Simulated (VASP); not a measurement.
# GaSb (Immm) in VASP: a series of runs, part 3 of 3

VASP 6.6.1.

**4. Single point, LDA**

This run uses another cell than the first one, of the same volume but with other edges.

INCAR

```
SYSTEM = GaSb
PREC     = Accurate       ! precision mode
ENCUT    = 520            ! plane-wave cutoff, eV
EDIFF    = 1E-6           ! SCF threshold, eV
ISMEAR   = 0              ! smearing method
SIGMA    = 0.15           ! smearing width, eV
LREAL    = .False.        ! projectors in reciprocal space
LASPH    = .True.         ! aspherical terms in the spheres
NELM     = 100            ! most SCF steps
ALGO     = Normal         ! electronic algorithm
ISIF     = 2              ! what is computed and relaxed
LWAVE    = .False.        ! write WAVECAR
LCHARG   = .True.         ! write CHGCAR
LELF     = .True.         ! ELF
LVHAR    = .True.       
NBANDS   = 16             ! bands
```

KPOINTS

```
Automatic mesh
0
Gamma
  16 16 16
  0 0 0
```

POSCAR

```
GaSb
1.0
   -1.5168198056      2.4115831800      3.0144395094
    1.5168198056     -2.4115831800      3.0144395094
    1.5168198056      2.4115831800     -3.0144395094
Ga Sb
1 1
Direct
    0.0000000000      0.0000000000      0.0000000000
    0.5000000000      0.5000000000      0.0000000000
```

Potentials or basis: VASP PAW LDA potentials, release 64 (Ga_d, Sb).

On the command line:

```sh
$ cat potpaw_LDA.64/Ga_d/POTCAR potpaw_LDA.64/Sb/POTCAR > POTCAR
$ mpirun -np 1 vasp_std > vasp.out
```

OUTCAR:

```text
SYSTEM = GaSb
   PREC = Accurate
   ENCUT = 520
   EDIFF = 1E-6
   ISMEAR = 0
   LREAL = .False.
   LASPH = .True.
   NELM = 100
   ISIF = 2

 ion  position               nearest neighbor table
   1  0.000  0.000  0.000-   2 2.85   2 2.85   2 2.85   2 2.85   2 3.01   2 3.01
   2  0.500  0.500  0.000-   1 2.85   1 2.85   1 2.85   1 2.85   1 3.01   1 3.01

  LATTYP: Found a body centered orthorhombic cell.
 ALAT       =     3.0336396112
 B/A-ratio  =     1.5898943112
 C/A-ratio  =     1.9873418703

  Lattice vectors:

 A1 = (  -1.5168198056,   2.4115831800,   3.0144395094)
 A2 = (   1.5168198056,  -2.4115831800,   3.0144395094)
 A3 = (   1.5168198056,   2.4115831800,  -3.0144395094)

Analysis of symmetry for initial positions (statically):
=====================================================================
 Subroutine PRICEL returns:
 Original cell was already a primitive cell.

 Routine SETGRP: Setting up the symmetry group for a
 body centered orthorhombic supercell.

 Subroutine GETGRP returns: Found  8 space group operations
 (whereof  8 operations were pure point group operations)
 out of a pool of  8 trial point group operations.

The static configuration has the point symmetry D_2h.

Analysis of symmetry for dynamics (positions and initial velocities):
=====================================================================
 Subroutine PRICEL returns:
 Original cell was already a primitive cell.

 Routine SETGRP: Setting up the symmetry group for a
 body centered orthorhombic supercell.

 Subroutine GETGRP returns: Found  8 space group operations
 (whereof  8 operations were pure point group operations)
 out of a pool of  8 trial point group operations.

The dynamic configuration has the point symmetry D_2h.

 Subroutine INISYM returns: Found  8 space group operations
 (whereof  8 operations are pure point group operations),
 and found     1 'primitive' translations

----------------------------------------------------------------------------------------

                                     Primitive cell

  volume of cell :      44.1065

  direct lattice vectors                    reciprocal lattice vectors
    -1.516819806  2.411583180  3.014439509     0.000000000  0.207332678  0.165868314
     1.516819806 -2.411583180  3.014439509     0.329637046  0.000000000  0.165868314
     1.516819806  2.411583180 -3.014439509     0.329637046  0.207332678  0.000000000

  length of vectors
     4.147688671  4.147688671  4.147688671     0.265516736  0.369016097  0.389419339

  position of ions in fractional coordinates (direct lattice)
     0.000000000  0.000000000  0.000000000
     0.500000000  0.500000000  0.000000000

  ion indices of the primitive-cell ions
   primitive index   ion index
                 1           1
                 2           2

----------------------------------------------------------------------------------------

 KPOINTS: Automatic mesh

Automatic generation of k-mesh.
 Grid dimensions read from file:
 generate k-points for:   16   16   16

 Generating k-lattice:

  Cartesian coordinates                     Fractional coordinates (reciprocal lattice)
     0.000000000  0.012958292  0.010366770     0.062500000  0.000000000  0.000000000
     0.020602315  0.000000000  0.010366770     0.000000000  0.062500000  0.000000000
     0.020602315  0.012958292  0.000000000     0.000000000  0.000000000  0.062500000

  Length of vectors
     0.016594796  0.023063506  0.024338709

  Shift w.r.t. Gamma in fractional coordinates (k-lattice)
     0.000000000  0.000000000  0.000000000

 Subroutine IBZKPT returns following result:
 ===========================================

 Found    621 irreducible k-points:

 Following reciprocal coordinates:
            Coordinates               Weight
  0.000000  0.000000  0.000000      1.000000
  0.062500  0.000000  0.000000      4.000000
  0.125000  0.000000  0.000000      4.000000
  0.187500 -0.000000  0.000000      4.000000
  0.250000  0.000000  0.000000      4.000000
  0.312500  0.000000  0.000000      4.000000
[... 16 lines left out ...]
 -0.187500  0.062500 -0.000000      8.000000
 -0.125000  0.062500  0.000000      8.000000
 [... further k-points ...]
   k-points           NKPTS =    621   k-points in BZ     NKDIM =    621   number of bands    NBANDS=     16
   number of dos      NEDOS =    301   number of ions     NIONS =      2
   total plane-waves  NPLWV =  32768
   dimension x,y,z NGX =    32 NGY =   32 NGZ =   32
   dimension x,y,z NGXF=    64 NGYF=   64 NGZF=   64
   ions per type =               1   1
   NGX,Y,Z   is equivalent  to a cutoff of  12.83, 12.83, 12.83 a.u.
   NGXF,Y,Z  is equivalent  to a cutoff of  25.65, 25.65, 25.65 a.u.
 SYSTEM =  GaSb
   PREC   = accura    normal or accurate (medium, high low for compatibility)
   ISTART =      0    job   : 0-new  1-cont  2-samecut
   ICHARG =      2    charge: 1-file 2-atom 10-const
   ISPIN  =      1    spin polarized calculation?
   LNONCOLLINEAR =      F non collinear calculations
   LSORBIT =      F    spin-orbit coupling
   LASPH  =      T    aspherical Exc in radial PAW
   ENCUT  =  520.0 eV  38.22 Ry    6.18 a.u.   7.71  7.71  7.71*2*pi/ulx,y,z
   NELM   =    100;   NELMIN=  2; NELMDL= -5     # of ELM steps
   EDIFF  = 0.1E-05   stopping-criterion for ELM
   LREAL  =      F    real-space projection
[... 7 lines left out ...]
   TEBEG  =    0.0;   TEEND  =   0.0 temperature during run
   PSTRESS=    0.0 pullay stress
   NELECT =      18.0000    total number of electrons
   NUPDOWN=      -1.0000    fix difference up-down
   EMIN   =  10.00;   EMAX   =-10.00  energy-range for DOS
   EFERMI =   0.00;   METHOD = LEGACY
   ISMEAR =     0;   SIGMA  =   0.15  broadening in eV -4-tet -1-fermi 0-gaus
   EFERMI_NEDOS =   21; number of points for ismear=-14 and -15
   IALGO  =     38    algorithm
   IMIX   =      4    mixing-type and parameters
     AMIX     =   0.40;   BMIX     =  1.00
     AMIX_MAG =   1.60;   BMIX_MAG =  1.00
  volume/ion in A,a.u.               =      22.05       148.82
  Fermi-wavevector in a.u.,A,eV,Ry     =   1.214315  2.294723 20.062623  1.474561
  Thomas-Fermi vector in A             =   2.349739
   LORBIT       =      0    0 simple, 1 ext, 2 COOP (PROOUT), +10 PAW based schemes
   GGA     = CA    functional components
   LHFCALC =     F    Hartree Fock is set to
   AEXX    =    0.0000 exact exchange contribution
   IVDW    =     0    specifies the selected vdW correction
   LEPSILON=     F    determine dielectric tensor
   LRPA    =     F    only Hartree local field effects (RPA)
 non-spin polarized calculation
 Gauss-broadening in eV      SIGMA  =   0.15
  energy-cutoff  :      520.00
  volume of cell :       44.11
 maximum number of plane-waves:      1202
   NGX = 15   NGY = 15   NGZ = 15

 number of electron      17.9999998 magnetization

 Free energy of the ion-electron system (eV)
  ---------------------------------------------------
  ext. energy  EPLUGINS =         0.00000000
  ---------------------------------------------------
  free energy    TOTEN  =        -8.21964010 eV

  energy without entropy =       -8.20992676  energy(sigma->0) =       -8.21478343

 E-fermi :   7.4126     XC(G=0): -10.8588

 val. band max:        7.4102204081   @ k =  -0.3750  -0.3750   0.1875
 cond. band min:       7.4133009016   @ k =   0.5000   0.2500   0.1250
 fundamental gap:      0.0030804935
 Fermi energy:         7.4126453733

 k-point     1 :       0.0000    0.0000    0.0000
  band No.  band energies     occupation
      1      -7.7303      2.00000
      2      -7.6375      2.00000
      3      -7.6198      2.00000
      4      -7.6063      2.00000
      5      -7.5521      2.00000
      6      -5.2882      2.00000
[... 8 lines left out ...]
     15      17.3139      0.00000
     16      17.3234      0.00000

 k-point     2 :       0.0625    0.0000    0.0000
  band No.  band energies     occupation
      1      -7.7300      2.00000
      2      -7.6378      2.00000
      3      -7.6193      2.00000
      4      -7.6065      2.00000
      5      -7.5520      2.00000
      6      -5.2518      2.00000
[... 8 lines left out ...]
     15      17.1912      0.00000
     16      17.2463      0.00000
[... 387 lines left out ...]
      5      -7.5544      2.00000
      6      -4.9673      2.00000
[... 8 lines left out ...]
     15      16.6748      0.00000
     16      17.5475      0.00000

 k-point    24 :      -0.1250    0.0625    0.0000
  band No.  band energies     occupation
      1      -7.7224      2.00000
      2      -7.6352      2.00000
      3      -7.6182      2.00000
      4      -7.6117      2.00000
      5      -7.5548      2.00000
      6      -5.1203      2.00000
[... 8 lines left out ...]
     15      16.7962      0.00000
     16      17.4511      0.00000

 [... further k-points ...]
[... 5 lines left out ...]
  --------------------------------------------------------------------------------------
  -------------------------------------------------------------------------------------
  Total        2.0559489      1.9331443     -2.1520484      0.0000000      0.0000000      0.0000000
  in kB       74.6827141     70.2218143    -78.1735477      0.0000000      0.0000000      0.0000000
  external PRESSURE =      22.2436603 kB  Pullay stress =       0.0000000 kB

 VOLUME and BASIS-vectors are now :
 -----------------------------------------------------------------------------
  energy-cutoff  :      520.00
  volume of cell :       44.11
      direct lattice vectors                 reciprocal lattice vectors
    -1.516819806  2.411583180  3.014439509     0.000000000  0.207332678  0.165868314
     1.516819806 -2.411583180  3.014439509     0.329637046  0.000000000  0.165868314
     1.516819806  2.411583180 -3.014439509     0.329637046  0.207332678  0.000000000

 POSITION                                       TOTAL-FORCE (eV/Angst)
 -----------------------------------------------------------------------------------
      0.00000      0.00000      0.00000        -0.000000     -0.000000      0.000000
      0.00000      0.00000      3.01444         0.000000      0.000000     -0.000000
 -----------------------------------------------------------------------------------
    total drift:                                0.000000      0.000000      0.000000

  FREE ENERGIE OF THE ION-ELECTRON SYSTEM (eV)
  ---------------------------------------------------
  free  energy   TOTEN  =        -8.2196400964 eV

  energy  without entropy=       -8.2099267557  energy(sigma->0) =       -8.21478343
```

Wall time 2.3 min (1 thread of Intel Xeon Platinum 8488C (Sapphire Rapids), shared host); peak memory 0.53 GiB.

Results:

- Free energy: -8.2196 eV
- Pressure: 2.2 GPa
- Band gap on the k mesh: zero (bands 9 and 10 overlap by 6.31 eV)

Levels at points of the mesh, in eV from the Fermi level:
```tsv
k point	band 5	band 6	band 7	band 8	band 9	band 10	band 11	band 12	band 13	band 14
(0.00, 0.00, 0.00)	-14.96	-12.70	-3.02	-2.75	-0.87	3.59	4.13	5.07	7.63	9.13
(0.50, 0.00, 0.00)	-14.96	-11.09	-8.68	-0.87	0.60	3.59	4.18	5.05	7.08	8.90
(0.00, 0.50, 0.00)	-14.94	-8.39	-6.73	-1.22	-0.23	0.11	1.05	2.12	2.83	9.00
(0.50, 0.50, 0.00)	-14.94	-7.95	-5.64	-3.56	-3.20	-1.54	3.05	5.74	7.83	8.13
(0.50, 0.50, 0.50)	-14.96	-10.35	-5.64	-5.45	-5.07	3.18	7.14	9.00	11.23	12.17
```

Caveat: the cell differs from its parent crystal (strain +e along x and -e along y +0.0000, strain +e along z and -e/2 along x and y +0.0750); the stress differs along the axes, from -8 to 7 GPa; spin-orbit coupling is left out, which moves the levels of the heavy elements.

**5. Single point, LDA**

INCAR

```
SYSTEM = GaSb
PREC = Accurate
ENCUT = 520
EDIFF = 1E-6
ISMEAR = 0
SIGMA = 0.15
LREAL = .False.
LASPH = .True.
NELM = 80
ALGO = Normal
ISIF = 2
LWAVE = .False.
LCHARG = .False.
GGA = CA
NBANDS = 16
```

KPOINTS

```
regular mesh
0
Gamma
  16 16 16
  0 0 0
```

POSCAR

```
GaSb
1.0
   -1.6350135566      2.5994987524      2.5938200430
    1.6350135566     -2.5994987524      2.5938200430
    1.6350135566      2.5994987524     -2.5938200430
Ga Sb
1 1
Direct
    0.0000000000      0.0000000000      0.0000000000
    0.5000000000      0.5000000000      0.0000000000
```

Potentials or basis: VASP PAW LDA potentials, release 64 (Ga_d, Sb).

On the command line:

```sh
$ cat potpaw_LDA.64/Ga_d/POTCAR potpaw_LDA.64/Sb/POTCAR > POTCAR
$ mpirun -np 1 vasp_std > vasp.out
```

OUTCAR:

```text
SYSTEM = GaSb
   PREC = Accurate
   ENCUT = 520
   EDIFF = 1E-6
   ISMEAR = 0
   LREAL = .False.
   LASPH = .True.
   NELM = 80
   ISIF = 2
   GGA = CA

 ion  position               nearest neighbor table
   1  0.000  0.000  0.000-   2 2.59   2 2.59   2 3.07   2 3.07   2 3.07   2 3.07
   2  0.500  0.500  0.000-   1 2.59   1 2.59   1 3.07   1 3.07   1 3.07   1 3.07

  LATTYP: Found a body centered orthorhombic cell.
 ALAT       =     3.2700271132
 B/A-ratio  =     1.5864211233
 C/A-ratio  =     1.5898943112

  Lattice vectors:

 A1 = (   1.6350135566,  -2.5994987524,  -2.5938200430)
[... 629 lines left out ...]
      6      -5.0289      2.00000
[... 8 lines left out ...]
     15      16.6285      0.00000
     16      17.3494      0.00000

 [... further k-points ...]
[... 5 lines left out ...]
  --------------------------------------------------------------------------------------
  -------------------------------------------------------------------------------------
  Total       -1.1011320     -1.0883805      4.3464894      0.0000000      0.0000000      0.0000000
  in kB      -40.0072936    -39.5439933    157.9204608      0.0000000      0.0000000      0.0000000
  external PRESSURE =      26.1230580 kB  Pullay stress =       0.0000000 kB

 VOLUME and BASIS-vectors are now :
 -----------------------------------------------------------------------------
  energy-cutoff  :      520.00
  volume of cell :       44.10
      direct lattice vectors                 reciprocal lattice vectors
    -1.635013557  2.599498752  2.593820043     0.000000000  0.192344774  0.192765879
     1.635013557 -2.599498752  2.593820043     0.305807862  0.000000000  0.192765879
     1.635013557  2.599498752 -2.593820043     0.305807862  0.192344774  0.000000000

 POSITION                                       TOTAL-FORCE (eV/Angst)
 -----------------------------------------------------------------------------------
      0.00000      0.00000      0.00000        -0.000000      0.000000     -0.000000
      0.00000      0.00000      2.59382         0.000000     -0.000000      0.000000
 -----------------------------------------------------------------------------------
    total drift:                                0.000000      0.000000      0.000000

  FREE ENERGIE OF THE ION-ELECTRON SYSTEM (eV)
  ---------------------------------------------------
  free  energy   TOTEN  =        -8.1831227685 eV

  energy  without entropy=       -8.1742857531  energy(sigma->0) =       -8.17870426
```

Run time: 3.3 min. Hardware: 1 thread of Intel Xeon Platinum 8488C (Sapphire Rapids), shared host; peak memory 0.53 GiB.

Results:

```
Free energy            : -8.1831 eV
Pressure               : 2.6 GPa
Band gap on the k mesh : zero (bands 9 and 10 overlap by 6.13 eV)
```

Levels at points of the mesh, in eV from the Fermi level:
```
           k point  band 6  band 7  band 8  band 9  band 10  band 11  band 12  band 13
(0.00, 0.00, 0.00)  -12.63   -2.24   -1.86   -1.28     3.69     4.30     6.48     6.56
(0.50, 0.00, 0.00)  -10.78   -8.58    0.51    2.26     3.15     3.23     3.34     5.31
(0.00, 0.50, 0.00)   -8.92   -6.92   -2.16   -0.70    -0.65     0.63     4.22     4.69
(0.50, 0.50, 0.00)   -9.10   -5.58   -2.80   -2.66    -1.51     3.29     3.43     7.09
(0.50, 0.50, 0.50)   -9.14   -5.90   -5.61   -5.25     1.24     5.37     9.83    10.75
```

Caveat: the cell differs from its parent crystal (strain +e along x and -e along y +0.0000, strain +e along z and -e/2 along x and y -0.0750); the stress differs along the axes, from -4 to 16 GPa; spin-orbit coupling is left out, which moves the levels of the heavy elements.

**6. Overview**

```tsv
cell	gap on the mesh (eV)	pressure (GPa)
a = 3.982 Å, angles 129.5, 102.3, 98.7°, 2 atoms	none	2.8
a = 4.184 Å, angles 139.3, 106.2, 87.8°, 2 atoms	none	2.6
a = 4.148 Å, angles 137.1, 108.9, 86.8°, 2 atoms	none	2.2
a = 4.020 Å, angles 132.0, 99.4, 99.6°, 2 atoms	none	2.6
```

Alike in all rows: task single point; level LDA; potentials or basis VASP PAW LDA potentials, release 64 (Ga_d, Sb); no spin polarisation; k mesh 16 × 16 × 16; cutoff (eV) 520; smearing gaussian 0.15 eV.

Caveats: spin-orbit coupling is left out, which moves the levels of the heavy elements; the stress differs along the axes, from -4 to 16 GPa (at least some runs); the stress differs along the axes, from -8 to 9 GPa (at least some runs); the stress differs along the axes, from -8 to 7 GPa (at least some runs).

Total energies depend on the potentials used, so only differences within one code and one set of settings carry meaning.
